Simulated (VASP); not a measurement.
# Tc in VASP: notebook

Tc is run at these levels: PBE; tasks: single point.

All numbers are computed with VASP 6.6.1; they aren't measurements. Logs are shortened: lines on timing, memory, paths and dates and some standing lists are left out, and cuts for length are marked.

**1. The cell of the first run**

Symmetry: Fm-3m, No. 225, cubic system. Conventional cell: a = 3.847 Å, b = 3.847 Å, c = 3.847 Å, α = 90.00°, β = 90.00°, γ = 90.00°. Within 3.6 Å of Tc (site symmetry m-3m) lie 12 Tc at 2.72 Å.

**2. Single point, PBE (volume scaled by 0.96)**

The input, INCAR:

```
ALGO = Fast
EDIFF = 1E-7
ENCUT = 520
GGA = PE
ISIF = 2
ISMEAR = -1
LASPH = True
LCHARG = False
LREAL = False
LWAVE = False
NBANDS = 12
NELM = 60
PREC = Accurate
SIGMA = 0.05
```

The input, KPOINTS:

```
k-points
0
Gamma
  12 12 12
```

The input, POSCAR:

```
Tc
1.0
    0.0000000000      1.9236454180      1.9236454180
    1.9236454180      0.0000000000      1.9236454180
    1.9236454180      1.9236454180      0.0000000000
Tc
1
Direct
    0.0000000000      0.0000000000      0.0000000000
```

Potentials or basis: VASP PAW PBE potentials, release 64 (Tc_pv).

Run with:

```sh
> cat potpaw_PBE.64/Tc_pv/POTCAR > POTCAR
> mpirun -np 1 vasp_std > vasp.out
```

OUTCAR:

```text
EDIFF = 1E-7
   ENCUT = 520
   GGA = PE
   ISIF = 2
   ISMEAR = -1
   LASPH = True
   LREAL = False
   NELM = 60
   PREC = Accurate

 ion  position               nearest neighbor table
   1  0.000  0.000  0.000-

  LATTYP: Found a face centered cubic cell.
 ALAT       =     3.8472908360

  Lattice vectors:

 A1 = (   0.0000000000,   1.9236454180,   1.9236454180)
 A2 = (   1.9236454180,   0.0000000000,   1.9236454180)
 A3 = (   1.9236454180,   1.9236454180,   0.0000000000)

Analysis of symmetry for initial positions (statically):
=====================================================================
 Subroutine PRICEL returns:
 Original cell was already a primitive cell.

 Routine SETGRP: Setting up the symmetry group for a
 face centered cubic supercell.

 Subroutine GETGRP returns: Found 48 space group operations
[... 9 lines left out ...]

 Routine SETGRP: Setting up the symmetry group for a
 face centered cubic supercell.

 Subroutine GETGRP returns: Found 48 space group operations
[... 11 lines left out ...]
                                     Primitive cell

  volume of cell :      14.2366

  direct lattice vectors                    reciprocal lattice vectors
     0.000000000  1.923645418  1.923645418    -0.259923162  0.259923162  0.259923162
     1.923645418  0.000000000  1.923645418     0.259923162 -0.259923162  0.259923162
     1.923645418  1.923645418  0.000000000     0.259923162  0.259923162 -0.259923162

  length of vectors
     2.720445439  2.720445439  2.720445439     0.450200123  0.450200123  0.450200123

  position of ions in fractional coordinates (direct lattice)
     0.000000000  0.000000000  0.000000000

  ion indices of the primitive-cell ions
   primitive index   ion index
                 1           1

----------------------------------------------------------------------------------------

 KPOINTS: k-points

Automatic generation of k-mesh.
 Grid dimensions read from file:
 generate k-points for:   12   12   12

 Generating k-lattice:

  Cartesian coordinates                     Fractional coordinates (reciprocal lattice)
    -0.021660264  0.021660264  0.021660264     0.083333333  0.000000000  0.000000000
     0.021660264 -0.021660264  0.021660264     0.000000000  0.083333333  0.000000000
     0.021660264  0.021660264 -0.021660264     0.000000000  0.000000000  0.083333333

  Length of vectors
     0.037516677  0.037516677  0.037516677

  Shift w.r.t. Gamma in fractional coordinates (k-lattice)
     0.000000000  0.000000000  0.000000000

 Subroutine IBZKPT returns following result:
 ===========================================

 Found     72 irreducible k-points:

 Following reciprocal coordinates:
            Coordinates               Weight
  0.000000  0.000000  0.000000      1.000000
  0.083333  0.000000  0.000000      8.000000
  0.166667  0.000000  0.000000      8.000000
  0.250000  0.000000  0.000000      8.000000
  0.333333  0.000000  0.000000      8.000000
  0.416667  0.000000  0.000000      8.000000
[... 16 lines left out ...]
  0.500000  0.166667  0.000000     24.000000
 -0.416667  0.166667  0.000000     24.000000
 [... further k-points ...]
   k-points           NKPTS =     72   k-points in BZ     NKDIM =     72   number of bands    NBANDS=     12
   number of dos      NEDOS =    301   number of ions     NIONS =      1
   total plane-waves  NPLWV =   8000
   dimension x,y,z NGX =    20 NGY =   20 NGZ =   20
   dimension x,y,z NGXF=    40 NGYF=   40 NGZF=   40
   ions per type =               1
   NGX,Y,Z   is equivalent  to a cutoff of  12.22, 12.22, 12.22 a.u.
   NGXF,Y,Z  is equivalent  to a cutoff of  24.44, 24.44, 24.44 a.u.
 SYSTEM =  unknown system
   PREC   = accura    normal or accurate (medium, high low for compatibility)
   ISTART =      0    job   : 0-new  1-cont  2-samecut
   ICHARG =      2    charge: 1-file 2-atom 10-const
   ISPIN  =      1    spin polarized calculation?
   LNONCOLLINEAR =      F non collinear calculations
   LSORBIT =      F    spin-orbit coupling
   LASPH  =      T    aspherical Exc in radial PAW
   ENCUT  =  520.0 eV  38.22 Ry    6.18 a.u.   5.06  5.06  5.06*2*pi/ulx,y,z
   NELM   =     60;   NELMIN=  2; NELMDL= -5     # of ELM steps
   EDIFF  = 0.1E-06   stopping-criterion for ELM
   LREAL  =      F    real-space projection
   EDIFFG = 0.1E-05   stopping-criterion for IOM
   NSW    =      0    number of steps for IOM
   IBRION =     -1    ionic relax: 0-MD 1-quasi-New 2-CG
   NFREE  =      0    steps in history (QN), initial steepest desc. (CG)
   ISIF   =      2    stress and relaxation
   ISYM   =      2    0-nonsym 1-usesym 2-fastsym
   POTIM  = 0.5000    time-step for ionic-motion
   TEBEG  =    0.0;   TEEND  =   0.0 temperature during run
   PSTRESS=    0.0 pullay stress
   NELECT =      13.0000    total number of electrons
   NUPDOWN=      -1.0000    fix difference up-down
   EMIN   =  10.00;   EMAX   =-10.00  energy-range for DOS
   EFERMI =   0.00;   METHOD = LEGACY
   ISMEAR =    -1;   SIGMA  =   0.05  broadening in eV -4-tet -1-fermi 0-gaus
   EFERMI_NEDOS =   21; number of points for ismear=-14 and -15
   IALGO  =     68    algorithm
   IMIX   =      4    mixing-type and parameters
     AMIX     =   0.40;   BMIX     =  1.00
     AMIX_MAG =   1.60;   BMIX_MAG =  1.00
  volume/ion in A,a.u.               =      14.24        96.07
  Fermi-wavevector in a.u.,A,eV,Ry     =   1.588258  3.001372 34.321540  2.522562
  Thomas-Fermi vector in A             =   2.687289
   LORBIT       =      0    0 simple, 1 ext, 2 COOP (PROOUT), +10 PAW based schemes
   GGA     = PE    functional components
   LHFCALC =     F    Hartree Fock is set to
   AEXX    =    0.0000 exact exchange contribution
   IVDW    =     0    specifies the selected vdW correction
   LEPSILON=     F    determine dielectric tensor
   LRPA    =     F    only Hartree local field effects (RPA)
 non-spin polarized calculation
 RMM-DIIS sequential band-by-band and
  energy-cutoff  :      520.00
  volume of cell :       14.24
 maximum number of plane-waves:       392
   NGX = 11   NGY = 11   NGZ = 11

 number of electron      12.9999996 magnetization

 Free energy of the ion-electron system (eV)
  ---------------------------------------------------
  ext. energy  EPLUGINS =         0.00000000
  ---------------------------------------------------
  free energy    TOTEN  =       -10.27878827 eV

  energy without entropy =      -10.26898961  energy(sigma->0) =      -10.27388894

 E-fermi :  12.9858     XC(G=0): -13.8298

 val. band max:       12.9578947222   @ k =   0.5000   0.2500   0.0000
 cond. band min:      12.9993450375   @ k =  -0.2500   0.3333   0.0833
 fundamental gap:      0.0414503153
 Fermi energy:        12.9857831978

 k-point     1 :       0.0000    0.0000    0.0000
  band No.  band energies     occupation
      1     -25.4065      2.00000
      2     -25.4065      2.00000
      3     -25.4065      2.00000
      4       5.4010      2.00000
      5      11.1112      2.00000
      6      11.1112      2.00000
      7      11.1112      2.00000
      8      13.7721      0.00000
      9      13.7721      0.00000
     10      26.9470      0.00000
     11      32.5972      0.00000
     12      32.5972      0.00000

 k-point     2 :       0.0833    0.0000    0.0000
  band No.  band energies     occupation
      1     -25.4990      2.00000
      2     -25.4181      2.00000
      3     -25.4181      2.00000
      4       5.6977      2.00000
      5      10.9381      2.00000
      6      11.2392      2.00000
      7      11.2392      2.00000
      8      13.6819      0.00000
      9      13.6819      0.00000
     10      27.4826      0.00000
     11      31.3869      0.00000
     12      33.1111      0.00000

 k-point     3 :       0.1667    0.0000    0.0000
  band No.  band energies     occupation
      1     -25.7473      2.00000
      2     -25.4499      2.00000
      3     -25.4499      2.00000
      4       6.4757      2.00000
      5      10.6124      2.00000
      6      11.4946      2.00000
      7      11.4946      2.00000
      8      13.5865      0.00001
      9      13.5865      0.00001
     10      28.6134      0.00000
     11      29.5884      0.00000
     12      34.5574      0.00000

 k-point     4 :       0.2500    0.0000    0.0000
  band No.  band energies     occupation
      1     -26.0770      2.00000
      2     -25.4929      2.00000
      3     -25.4929      2.00000
      4       7.2837      2.00000
      5      10.7095      2.00000
      6      11.5225      2.00000
      7      11.5225      2.00000
      8      13.9173      0.00000
      9      13.9173      0.00000
     10      27.3994      0.00000
     11      30.0072      0.00000
     12      36.6863      0.00000

 k-point     5 :       0.3333    0.0000    0.0000
  band No.  band energies     occupation
      1     -26.3965      2.00000
      2     -25.5355      2.00000
      3     -25.5355      2.00000
      4       7.5132      2.00000
      5      11.2784      2.00000
      6      11.2784      2.00000
      7      11.8230      2.00000
      8      14.7053      0.00000
      9      14.7053      0.00000
     10      25.9113      0.00000
     11      28.9537      0.00000
     12      36.1580      0.00000
[... 228 lines left out ...]
      1     -26.2115      2.00000
      2     -25.6321      2.00000
      3     -25.6264      2.00000
      4       8.1074      2.00000
      5       9.6273      2.00000
      6      11.1719      2.00000
      7      12.3822      1.99999
      8      14.4816      0.00000
      9      15.1173      0.00000
     10      28.0606      0.00000
     11      30.7861      0.00000
     12      32.9978      0.00000

 k-point    22 :       0.4167    0.1667    0.0000
  band No.  band energies     occupation
      1     -26.4404      2.00000
      2     -25.7063      2.00000
      3     -25.6530      2.00000
      4       8.1418      2.00000
      5      10.1000      2.00000
      6      11.0839      2.00000
      7      12.1325      2.00000
      8      15.7515      0.00000
      9      16.3220      0.00000
     10      25.9014      0.00000
     11      29.3069      0.00000
     12      32.3348      0.00000

 k-point    23 :       0.5000    0.1667    0.0000
  band No.  band energies     occupation
      1     -26.5757      2.00000
      2     -25.7754      2.00000
      3     -25.6527      2.00000
      4       8.1073      2.00000
      5      10.0543      2.00000
      6      11.7914      2.00000
      7      11.8799      2.00000
      8      15.9126      0.00000
      9      18.1719      0.00000
     10      23.8414      0.00000
     11      28.4841      0.00000
     12      32.2461      0.00000

 k-point    24 :      -0.4167    0.1667    0.0000
  band No.  band energies     occupation
      1     -26.5871      2.00000
      2     -25.8186      2.00000
      3     -25.6257      2.00000
      4       8.1953      2.00000
      5      10.0851      2.00000
      6      11.7582      2.00000
      7      12.0478      2.00000
      8      15.3852      0.00000
      9      18.7847      0.00000
     10      23.6264      0.00000
     11      28.3716      0.00000
     12      31.5056      0.00000

 [... further k-points ...]
[... 5 lines left out ...]
  --------------------------------------------------------------------------------------
  -------------------------------------------------------------------------------------
  Total        0.4564378      0.4564378      0.4564378      0.0000000      0.0000000      0.0000000
  in kB       51.3673483     51.3673483     51.3673483      0.0000000      0.0000000      0.0000000
  external PRESSURE =      51.3673483 kB  Pullay stress =       0.0000000 kB

 VOLUME and BASIS-vectors are now :
 -----------------------------------------------------------------------------
  energy-cutoff  :      520.00
  volume of cell :       14.24
      direct lattice vectors                 reciprocal lattice vectors
     0.000000000  1.923645418  1.923645418    -0.259923162  0.259923162  0.259923162
     1.923645418  0.000000000  1.923645418     0.259923162 -0.259923162  0.259923162
     1.923645418  1.923645418  0.000000000     0.259923162  0.259923162 -0.259923162

 POSITION                                       TOTAL-FORCE (eV/Angst)
 -----------------------------------------------------------------------------------
      0.00000      0.00000      0.00000        -0.000000      0.000000      0.000000
 -----------------------------------------------------------------------------------
    total drift:                               -0.000000     -0.000000     -0.000000

  FREE ENERGIE OF THE ION-ELECTRON SYSTEM (eV)
  ---------------------------------------------------
  free  energy   TOTEN  =       -10.2787882661 eV

  energy  without entropy=      -10.2689896083  energy(sigma->0) =      -10.27388894
```

It used 14 s of CPU time on 1 thread of AMD EPYC 7R13 Processor (Zen 3), with other jobs on the host.

What came out:

```yaml
Free_energy: -10.2788 eV
Pressure: 5.1 GPa
```

Levels at points of the mesh, in eV from the Fermi level:
```tsv
k point	band 5	band 6	band 7	band 8	band 9	band 10
(0.00, 0.00, 0.00)	-1.87	-1.87	-1.87	0.79	0.79	13.96
(0.50, 0.00, 0.00)	-2.04	-2.04	1.23	2.85	2.85	10.88
(0.50, 0.50, 0.00)	-5.46	2.80	3.43	3.43	3.88	13.10
```

**3. Single point, PBE (volume scaled by 1.02)**

The input, INCAR:

```
PREC     = Accurate       # precision mode
ENCUT    = 520            # plane-wave cutoff, eV
EDIFF    = 1E-7           # SCF threshold, eV
ISMEAR   = -1             # smearing method
SIGMA    = 0.05           # smearing width, eV
LREAL    = F              # projectors in reciprocal space
LASPH    = T              # aspherical terms in the spheres
NELM     = 80             # most SCF steps
ALGO     = Normal         # electronic algorithm
ISIF     = 2              # what is computed and relaxed
LWAVE    = F              # write WAVECAR
LCHARG   = F              # write CHGCAR
GGA      = PE             # functional
NBANDS   = 12             # bands
```

The input, KPOINTS:

```
Automatic mesh
0
Gamma
  12 12 12
```

The input, POSCAR:

```
Tc
1.0
    0.0000000000      1.9629142836      1.9629142836
    1.9629142836      0.0000000000      1.9629142836
    1.9629142836      1.9629142836      0.0000000000
Tc
1
Direct
    0.0000000000      0.0000000000      0.0000000000
```

Potentials or basis: VASP PAW PBE potentials, release 64 (Tc_pv).

Run with:

```sh
> cat potpaw_PBE.64/Tc_pv/POTCAR > POTCAR
> mpirun -np 1 vasp_std > vasp.out
```

It used 22 s of CPU time on 1 thread of AMD EPYC 7R13 Processor (Zen 3) (shared host).

The run converged. Its results:

| Property | Result |
| --- | --- |
| Free energy | -10.2584 eV |
| Pressure | -11.9 GPa |

Levels at points of the mesh, in eV from the Fermi level:
```tsv
k point	band 4	band 5	band 6	band 7	band 8	band 9	band 10	band 11
(0.00, 0.00, 0.00)	-7.30	-1.71	-1.71	-1.71	0.72	0.72	13.98	19.32
(0.50, 0.00, 0.00)	-5.27	-1.86	-1.86	1.11	2.59	2.59	10.05	13.61
(0.50, 0.50, 0.00)	-5.57	-5.00	2.54	3.12	3.12	3.60	12.65	12.65
```

**4. Single point, PBE (volume scaled by 1.04)**

The input, INCAR:

```
PREC     = Accurate       # precision mode
ENCUT    = 520            # plane-wave cutoff, eV
EDIFF    = 1E-7           # SCF threshold, eV
ISMEAR   = -1             # smearing method
SIGMA    = 0.05           # smearing width, eV
LREAL    = False          # projectors in reciprocal space
LASPH    = True           # aspherical terms in the spheres
NELM     = 100            # most SCF steps
ALGO     = Normal         # electronic algorithm
ISIF     = 2              # what is computed and relaxed
LWAVE    = False          # write WAVECAR
LCHARG   = False          # write CHGCAR
GGA      = PE             # functional
NBANDS   = 12             # bands
```

KPOINTS is that of step 3.

The input, POSCAR:

```
Tc
1.0
    0.0000000000      1.9756608374      1.9756608374
    1.9756608374      0.0000000000      1.9756608374
    1.9756608374      1.9756608374      0.0000000000
Tc
1
Direct
    0.0000000000      0.0000000000      0.0000000000
```

Run with:

```sh
> cat potpaw_PBE.64/Tc_pv/POTCAR > POTCAR
> mpirun -np 1 vasp_std > vasp.out
```

It used 25 s of CPU time on 1 thread of AMD EPYC 7R13 Processor (Zen 3) (shared host).

The run converged. Its results:

```
Free energy : -10.2324 eV
Pressure    : -16.4 GPa
```

Levels at points of the mesh, in eV from the Fermi level:
| k point | band 5 | band 6 | band 7 | band 8 | band 9 | band 10 |
| --- | --- | --- | --- | --- | --- | --- |
| (0.00, 0.00, 0.00) | -1.66 | -1.66 | -1.66 | 0.70 | 0.70 | 13.98 |
| (0.50, 0.00, 0.00) | -1.80 | -1.80 | 1.08 | 2.52 | 2.52 | 9.80 |
| (0.50, 0.50, 0.00) | -4.87 | 2.47 | 3.03 | 3.03 | 3.53 | 12.51 |

**5. Single point, PBE (the cell strained at random)**

The input, INCAR:

```
PREC     = Accurate       # precision mode
ENCUT    = 520            # plane-wave cutoff, eV
EDIFF    = 1E-6           # SCF threshold, eV
ISMEAR   = -1             # smearing method
SIGMA    = 0.05           # smearing width, eV
LREAL    = F              # projectors in reciprocal space
LASPH    = T              # aspherical terms in the spheres
NELM     = 100            # most SCF steps
ALGO     = Fast           # electronic algorithm
ISIF     = 2              # what is computed and relaxed
LWAVE    = F              # write WAVECAR
LCHARG   = F              # write CHGCAR
GGA      = PE             # functional
NBANDS   = 12             # bands
```

The input, KPOINTS:

```
regular mesh
0
Gamma
  12 12 12
```

The input, POSCAR:

```
Tc
1.0
    0.0478740000      1.9690460000      1.9713780000
    2.0071260000      0.0345560000      1.9846960000
    1.9731200000      1.9483580000      0.0685620000
Tc
1
Direct
   -0.0067490000     -0.0068140000      0.0363110000
```

Run with:

```sh
> cat potpaw_PBE.64/Tc_pv/POTCAR > POTCAR
> mpirun -np 1 vasp_std > vasp.out
```

It used 340 s of CPU time on 1 thread of AMD EPYC 7R13 Processor (Zen 3) (shared host).

Results (log left out):

| Quantity | Value |
| --- | --- |
| Free energy | -10.2550 eV |
| Pressure | -6.3 GPa |

Stress tensor (GPa, compression positive):
```
-7.98 -0.68 -6.72
-0.68 -5.60 -4.89
-6.72 -4.89 -5.24
```

Levels at points of the mesh, in eV from the Fermi level:
| k point | band 3 | band 4 | band 5 | band 6 | band 7 | band 8 | band 9 | band 10 | band 11 | band 12 |
| --- | --- | --- | --- | --- | --- | --- | --- | --- | --- | --- |
| (0.00, 0.00, 0.00) | -38.35 | -7.37 | -2.15 | -1.73 | -1.37 | 0.71 | 0.89 | 14.00 | 18.68 | 19.57 |
| (0.50, 0.00, 0.00) | -38.54 | -5.37 | -2.34 | -1.47 | 1.29 | 2.51 | 2.93 | 10.50 | 13.58 | 19.27 |
| (0.00, 0.50, 0.00) | -38.54 | -5.36 | -2.19 | -1.55 | 1.15 | 2.37 | 2.96 | 10.33 | 13.69 | 19.50 |
| (0.50, 0.50, 0.00) | -38.82 | -5.70 | -5.13 | 2.53 | 3.21 | 3.37 | 3.81 | 12.64 | 12.92 | 13.86 |
| (0.00, 0.00, 0.50) | -38.60 | -5.37 | -2.23 | -1.73 | 1.53 | 2.60 | 3.00 | 10.81 | 13.42 | 19.27 |
| (0.50, 0.00, 0.50) | -38.75 | -5.70 | -5.14 | 2.62 | 3.18 | 3.35 | 3.82 | 12.06 | 13.47 | 13.87 |
| (0.00, 0.50, 0.50) | -38.75 | -5.69 | -5.11 | 2.59 | 3.23 | 3.31 | 3.56 | 12.49 | 13.45 | 13.55 |
| (0.50, 0.50, 0.50) | -38.48 | -5.37 | -2.00 | -1.57 | 0.78 | 2.47 | 2.72 | 9.80 | 13.93 | 20.11 |

Caveat: the cell differs from its parent crystal (the cell strained at random).

**6. Overview**

| cell | gap on the mesh (eV) | pressure (GPa) |
| --- | --- | --- |
| a = 2.720 Å, angles 60.0°, 1 atom | none | 5.1 |
| a = 2.776 Å, angles 60.0°, 1 atom | none | -11.9 |
| a = 2.794 Å, angles 60.0°, 1 atom | none | -16.4 |
| a = 2.787, b = 2.823, c = 2.774 Å, angles 57.9, 58.3, 58.8°, 1 atom | none | -6.3 |

Alike in all rows: task single point; level PBE; potentials or basis VASP PAW PBE potentials, release 64 (Tc_pv); no spin polarisation; k mesh 12 × 12 × 12; cutoff (eV) 520; smearing fermi-dirac 0.05 eV.

Total energies depend on the potentials used, so only differences within one code and one set of settings carry meaning.
